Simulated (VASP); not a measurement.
Wanted: the native input for a VASP 6.6.1 run.

* Task: relaxation of cell and atoms
* Functional: PBEsol
* Potentials or basis: VASP PAW PBE potentials, release 64 (Cu, O)
* Cutoff: 600 eV
* k mesh: 14 × 14 × 8
* Occupations: gaussian, width 0.1 eV
* Spin: no spin polarisation
* Dipole correction: no
* Further INCAR settings: ALGO = Normal; EDIFF = 1e-06; IBRION = 2; EDIFFG = -0.005; NSW = 100; ISIF = 3

The structure of CuO lies in POSCAR:

```
CuO
1.0
    1.9909680000     -2.1535500000      0.0000000000
    1.9909680000      2.1535500000      0.0000000000
    0.0000000000      0.0000000000      5.1559280000
Cu O
2 2
Direct
    0.0000000000      0.5000000000      0.0000000000
    0.5000000000      0.0000000000      0.5000000000
    0.5000000000      0.5000000000      0.2500000000
    0.5000000000      0.5000000000      0.7500000000
```

One way to write it, as run:

INCAR

```
SYSTEM = CuO
PREC = Accurate
ENCUT = 600
EDIFF = 1E-6
ISMEAR = 0
SIGMA = 0.1
LREAL = .False.
LASPH = .True.
NELM = 100
ALGO = Normal
ISIF = 3
LWAVE = .False.
LCHARG = .False.
GGA = PS
IBRION = 2
NSW = 100
EDIFFG = -0.005
```

KPOINTS

```
Automatic mesh
0
Gamma
  14 14 8
  0 0 0
```

Potentials or basis: VASP PAW PBE potentials, release 64 (Cu, O).

Run with:

```console
$ cat potpaw_PBE.64/Cu/POTCAR potpaw_PBE.64/O/POTCAR > POTCAR
$ mpirun -np 1 vasp_std > vasp.out
```

It gave:

| Item | Value |
| --- | --- |
| Relaxed volume | 10.70 Å³/atom |
| Relaxed cell | a = 2.895 Å, b = 2.895 Å, c = 5.104 Å, α = 90.00°, β = 90.00°, γ = 89.93° |
| Space group after relaxing (to 0.1 Å) | P4_2/mmc (No. 131) |
| Energy gained by relaxing | 7.9 meV/atom |
| Ionic steps | 30 |
| Pressure after relaxing | 0.0 GPa |
| Band gap on the k mesh | zero (bands 17 and 18 overlap by 1.21 eV) |

Caveat: the PAW data sets were made with another functional, which shifts forces and pressure a little; semilocal functionals often make such compounds metallic where correlation or magnetic order opens a gap, which also shifts bond lengths.

It took 55 min on 1 thread of Intel(R) Xeon(R) Platinum 8259CL CPU @ 2.50GHz (Skylake/Cascade Lake), with other jobs on the host, peak memory 0.42 GiB.
